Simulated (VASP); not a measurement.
Set up this calculation in VASP 6.6.1, as the native input.

| Quantity | Value |
| --- | --- |
| Task | single point |
| Functional | PBEsol |
| Potentials or basis | VASP PAW PBE potentials, release 64 (Ag_sv_GW, Hg_sv_GW, F) |
| Cutoff | 700 eV |
| k mesh | 6 × 6 × 4 |
| Occupations | fermi-dirac, width 0.03 eV |
| Spin | no spin polarisation |
| Dipole correction | no |
| Further INCAR settings | ALGO = Normal; EDIFF = 1e-06; NBANDS = 71 |

The structure of AgHgF3 lies in POSCAR:

```
AgHgF3
1.0
    1.7595277349     -5.1941052157      0.0000000000
    1.7595277349      5.1941052157      0.0000000000
    0.0000000000      0.0000000000      7.9910919455
Ag Hg F
2 2 6
Direct
    0.2341677187      0.7658322813      0.7500000000
    0.7658322813      0.2341677187      0.2500000000
    0.0000000000      0.0000000000      0.0000000000
    0.0000000000      0.0000000000      0.5000000000
    0.8933806502      0.1066193498      0.7500000000
    0.1066193498      0.8933806502      0.2500000000
    0.3611382430      0.6388617570      0.0616735226
    0.6388617570      0.3611382430      0.9383264774
    0.3611382430      0.6388617570      0.4383264774
    0.6388617570      0.3611382430      0.5616735226
```

The input as run:

INCAR

```
SYSTEM = AgHgF3
PREC = Accurate
ENCUT = 700
EDIFF = 1E-6
ISMEAR = -1
SIGMA = 0.03
LREAL = .False.
LASPH = .True.
NELM = 120
ALGO = Normal
ISIF = 2
LWAVE = .False.
LCHARG = .True.
GGA = PS
LELF = .True.
LVHAR = .True.
NBANDS = 71
GGA_COMPAT = .False.
```

KPOINTS

```
Automatic mesh
0
Gamma
  6 6 4
  0 0 0
```

Potentials or basis: VASP PAW PBE potentials, release 64 (Ag_sv_GW, Hg_sv_GW, F).

The run is started by

```bash
$ cat potpaw_PBE.64/Ag_sv_GW/POTCAR potpaw_PBE.64/Hg_sv_GW/POTCAR potpaw_PBE.64/F/POTCAR > POTCAR
$ mpirun -np 1 vasp_std > vasp.out
```

It gave:

```
Pressure               : -0.4 GPa
Largest force          : 0.012 eV/Å
Band gap on the k mesh : zero (filled and empty bands touch)
```

Caveat: the PAW data sets were made with another functional, which shifts forces and pressure a little; spin-orbit coupling is left out, which moves the levels of the heavy elements.

Wall time 16 min on 1 thread of Intel(R) Xeon(R) Platinum 8488C (Sapphire Rapids), on a shared host, peak memory 0.83 GiB.
